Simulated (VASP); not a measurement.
## Ag: single point with r2SCAN

Crystal: Ag.

```
Ag
1.0
    -1.65565    1.65565    1.65565
     1.65565   -1.65565    1.65565
     1.65565    1.65565   -1.65565
Ag
1
Direct
  0.00000 0.00000 0.00000
```

| Quantity | Value |
| --- | --- |
| Program | VASP 6.6.1 |
| Task | single point |
| Functional | r2SCAN |
| Potentials or basis | VASP PAW PBE potentials, release 64 (Ag) |
| Cutoff | 520 eV |
| k mesh | 6 × 6 × 6 |
| Occupations | fermi-dirac, width 0.05 eV |
| Spin | no spin polarisation |

The pressure is -3.1 GPa.

Levels at points of the mesh, in eV from the Fermi level:
| k point | band 2 | band 3 | band 4 | band 5 | band 6 | band 7 | band 8 | band 9 |
| --- | --- | --- | --- | --- | --- | --- | --- | --- |
| (0.00, 0.00, 0.00) | -5.22 | -5.22 | -5.22 | -4.00 | -4.00 | 18.28 | 18.28 | 18.28 |
| (0.50, 0.00, 0.00) | -5.93 | -4.05 | -3.89 | -3.07 | -0.02 | 3.74 | 13.47 | 14.34 |
| (0.50, 0.50, 0.50) | -6.52 | -3.29 | -3.29 | -3.29 | 6.88 | 6.88 | 6.88 | 12.24 |

Wall time 21 s on 1 thread of Intel Xeon 6975P-C (shared host), peak memory 0.14 GiB.

Caveat: the k points lie up to 0.45 Å⁻¹ apart; the PAW data sets were made with another functional, which shifts forces and pressure a little.
